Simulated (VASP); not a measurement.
A run of VASP 6.6.1:

INCAR

```
PREC     = Accurate       # precision mode
ENCUT    = 600            # plane-wave cutoff, eV
EDIFF    = 1E-7           # SCF threshold, eV
ISMEAR   = 1              # smearing method
SIGMA    = 0.05           # smearing width, eV
LREAL    = False          # projectors in reciprocal space
LASPH    = True           # aspherical terms in the spheres
NELM     = 60             # most SCF steps
ALGO     = Normal         # electronic algorithm
ISIF     = 3              # what is computed and relaxed
LWAVE    = False          # write WAVECAR
LCHARG   = False          # write CHGCAR
GGA      = PS             # functional
IBRION   = 2              # ionic algorithm
NSW      = 80             # ionic steps
EDIFFG   = -0.02          # ionic threshold
PSTRESS  = 100.0
```

Contents of KPOINTS:

```
Automatic mesh
0
Gamma
  6 6 6
```

Contents of POSCAR:

```
Na
1.0
    3.5100000000      0.0000000000      0.0000000000
    0.0000000000      3.5100000000      0.0000000000
    0.0000000000      0.0000000000      3.5100000000
Na
1
Direct
    0.0000000000      0.0000000000      0.0000000000
```

Potentials or basis: VASP PAW PBE potentials, release 64 (Na_pv).

Run with:

```console
$ cat potpaw_PBE.64/Na_pv/POTCAR > POTCAR
$ mpirun -np 1 vasp_std > vasp.out
```

Hardware: 1 thread of Intel Xeon 8259CL (shared host).

Problem. Estimate the wall time of this run.

Solution. Run time: 42 s on 1 thread of Intel Xeon 8259CL, with other jobs on the host, peak memory 0.15 GiB. Counts: scf iterations 86, k points 20, ion steps 18.
